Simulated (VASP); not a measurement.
Here is a VASP 6.6.1 calculation.

File INCAR:

```
PREC = Accurate
ENCUT = 520
EDIFF = 1E-6
ISMEAR = 0
SIGMA = 0.1
LREAL = F
LASPH = T
NELM = 150
ALGO = Normal
ISIF = 2
LWAVE = F
LCHARG = F
ISPIN = 2
MAGMOM = 0 0 0 1
LORBIT = 11
LMAXMIX = 4
GGA = PE
NBANDS = 25
```

File KPOINTS:

```
Automatic mesh
0
Gamma
  6 6 6
```

POSCAR

```
Si3Mo
1.0
    0.0000000000      3.0459659078      3.0459659078
    3.0459659078      0.0000000000      3.0459659078
    3.0459659078      3.0459659078      0.0000000000
Si Mo
3 1
Direct
    0.2500000000      0.2500000000      0.2500000000
    0.5000000000      0.5000000000      0.5000000000
    0.7500000000      0.7500000000      0.7500000000
    0.0000000000      0.0000000000      0.0000000000
```

Potentials or basis: VASP PAW PBE potentials, release 64 (Si, Mo_sv).

Command:

```bash
$ cat potpaw_PBE.64/Si/POTCAR potpaw_PBE.64/Mo_sv/POTCAR > POTCAR
$ mpirun -np 1 vasp_std > vasp.out
```

Predict the band gap on the k mesh.

zero (filled and empty bands overlap).

Estimate the net moment.

0.00 μB per cell.

Predict the pressure.

0.0 GPa.
